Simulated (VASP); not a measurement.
Here is a VASP 6.6.1 calculation.

Contents of INCAR:

```
SYSTEM = Li
ALGO     = Normal         ! electronic algorithm
EDIFF    = 1E-6           ! SCF threshold, eV
ENCUT    = 750            ! plane-wave cutoff, eV
GGA      = PE             ! functional
GGA_COMPAT= .FALSE.      
ISIF     = 2              ! what is computed and relaxed
ISMEAR   = -1             ! smearing method
LASPH    = .TRUE.         ! aspherical terms in the spheres
LCHARG   = .TRUE.         ! write CHGCAR
LELF     = .TRUE.         ! ELF
LREAL    = .FALSE.        ! projectors in reciprocal space
LVHAR    = .TRUE.       
LWAVE    = .FALSE.        ! write WAVECAR
NBANDS   = 8              ! bands
NELM     = 120            ! most SCF steps
PREC     = Accurate       ! precision mode
SIGMA    = 0.1            ! smearing width, eV
```

File KPOINTS:

```
k-points
0
G
  17 17 17
  0 0 0
```

File POSCAR:

```
Li
1.0
   -1.7166113092      1.7166113092      1.7166113092
    1.7166113092     -1.7166113092      1.7166113092
    1.7166113092      1.7166113092     -1.7166113092
Li
1
Direct
    0.0000000000      0.0000000000      0.0000000000
```

Potentials or basis: VASP PAW PBE potentials, release 64 (Li_sv).

Launch:

```console
$ cat potpaw_PBE.64/Li_sv/POTCAR > POTCAR
$ mpirun -np 1 vasp_std > vasp.out
```

Problem. Estimate the pressure.

Solution. -0.1 GPa.
